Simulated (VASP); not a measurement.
The system is SnSe.

```
Sn Se
1.0
     4.25678    0.00000    0.00000
     2.12839    3.68648    0.00000
     2.12839    1.22883    3.47565
Sn Se
1 1
Direct
  0.00000 0.00000 0.00000
  0.50000 0.50000 0.50000
```

```yaml
Program: VASP 6.6.1
Task: relaxation of cell and atoms
Functional: BLYP
Potentials_or_basis: VASP PAW PBE potentials, release 64 (Sn_d, Se)
Cutoff: 600 eV
k_mesh: 8 × 8 × 8
Occupations: methfessel-paxton, width 0.025 eV
Spin: no spin polarisation
```

At the start: pressure 5.0 GPa; volume 27.27 Å³/atom.

**Question.** How do energy, volume and symmetry change on relaxing?

**Answer.** Over 3 steps the energy falls by 39.9 meV/atom and the volume is 30.10 Å³/atom (+10.4 %); space group Fm-3m (No. 225, to 0.05 Å).

The path:
| step | energy change (eV) | largest force (eV/Å) | pressure (GPa) | volume (Å³) |
| --- | --- | --- | --- | --- |
| 1 | 0.0000 | 0.0000 | 4.96 | 54.54 |
| 2 | -0.0767 | 0.0000 | -0.76 | 61.48 |
| 3 | -0.0799 | 0.0000 | -0.03 | 60.20 |

Final structure:
```xyz
2
Lattice="4.3992 0.0000 0.0000 2.1996 3.8098 0.0000 2.1996 1.2699 3.5919" Properties=species:S:1:pos:R:3 pbc="T T T"
Sn    0.0000    0.0000    0.0000
Se    4.3992    2.5399    1.7959
```

Caveat: the PAW data sets were made with another functional, which shifts forces and pressure a little; the volume moved by +10 % from the deposited cell, more than functionals usually miss.
